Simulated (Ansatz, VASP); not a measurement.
**Two plane-wave programs on Ti4O5**

Contents of INCAR:

```
SYSTEM = Ti4O5
PREC = Accurate
ENCUT = 520
EDIFF = 1E-6
ISMEAR = 0
SIGMA = 0.15
LREAL = .FALSE.
LASPH = .TRUE.
NELM = 60
ALGO = Normal
ISIF = 2
LWAVE = .FALSE.
LCHARG = .TRUE.
GGA = PS
LELF = .TRUE.
LVHAR = .TRUE.
NBANDS = 49
```

Contents of KPOINTS:

```
Automatic mesh
0
G
  12 12 12
  0 0 0
```

The input POSCAR:

```
Ti4O5
1.0
   -3.1083802568      3.1083802568      1.9584685239
    3.1083802568     -3.1083802568      1.9584685239
    3.1083802568      3.1083802568     -1.9584685239
Ti O
4 5
Direct
    0.6070478066      0.2153590663      0.8224068729
    0.2153590663      0.3929521934      0.6083112597
    0.7846409337      0.6070478066      0.3916887403
    0.3929521934      0.7846409337      0.1775931271
    0.9080872218      0.3075578076      0.2156450294
    0.3075578076      0.0919127782      0.3994705858
    0.6924421924      0.9080872218      0.6005294142
    0.0919127782      0.6924421924      0.7843549706
    0.5000000000      0.5000000000      0.0000000000
```

Input for Ansatz:

```yaml
crystal:
  lattice:
    - [-3.1083802568, 3.1083802568, 1.9584685239]
    - [3.1083802568, -3.1083802568, 1.9584685239]
    - [3.1083802568, 3.1083802568, -1.9584685239]
  atoms:
    - { symbol: Ti, position: [0.6070478066, 0.2153590663, 0.8224068729] }
    - { symbol: Ti, position: [0.2153590663, 0.3929521934, 0.6083112597] }
    - { symbol: Ti, position: [0.7846409337, 0.6070478066, 0.3916887403] }
    - { symbol: Ti, position: [0.3929521934, 0.7846409337, 0.1775931271] }
    - { symbol: O, position: [0.9080872218, 0.3075578076, 0.2156450294] }
    - { symbol: O, position: [0.3075578076, 0.0919127782, 0.3994705858] }
    - { symbol: O, position: [0.6924421924, 0.9080872218, 0.6005294142] }
    - { symbol: O, position: [0.0919127782, 0.6924421924, 0.7843549706] }
    - { symbol: O, position: [0.5, 0.5, 0.0] }
basis:
  ecutwfc: 420
kpoints:
  mp_grid: { grid: [12, 12, 12] }
hamiltonian:
  xc: pbesol
scf:
  occupations: { method: gaussian, width: 0.15 }
output:
  forces: true
  stress: true
  eigenvalues: true
```

Change from the starting cell: strain -0.050 along x and y, -0.050 along z, atoms carried along.

Alike in both runs: task single point; functional PBEsol; k mesh 12 × 12 × 12; occupations gaussian, width 0.15 eV; no spin polarisation.

```csv
,VASP,Ansatz
version,VASP 6.6.1,Ansatz 0.2.0
potentials or method,"VASP PAW PBE potentials, release 64 (Ti_sv, O), cutoff 520 eV","scalar-relativistic, plane waves, PAW"
valence electrons in the cell,78,78
```

```tsv
	VASP	Ansatz	Ansatz less VASP
gap on the k mesh at the Fermi level (eV)	none	none	-
pressure (GPa)	54.5	53.3	-1.18
traceless stress, the component that is largest in VASP (GPa)	-1.17	-1.07	+0.101
rms of the force components (eV/Å)	0.426	0.414	-0.0114
```

VASP's potentials were made for PBE, not for PBEsol. Atom by atom the forces differ by 0.012 eV/Å (rms over components). A gap of «none» marks a metal or a gap that the smearing closes. Both programs put the cell under a high pressure, so it lies far from rest at this level. The functional is the same, so the differences come from potentials, cutoffs and numerics.
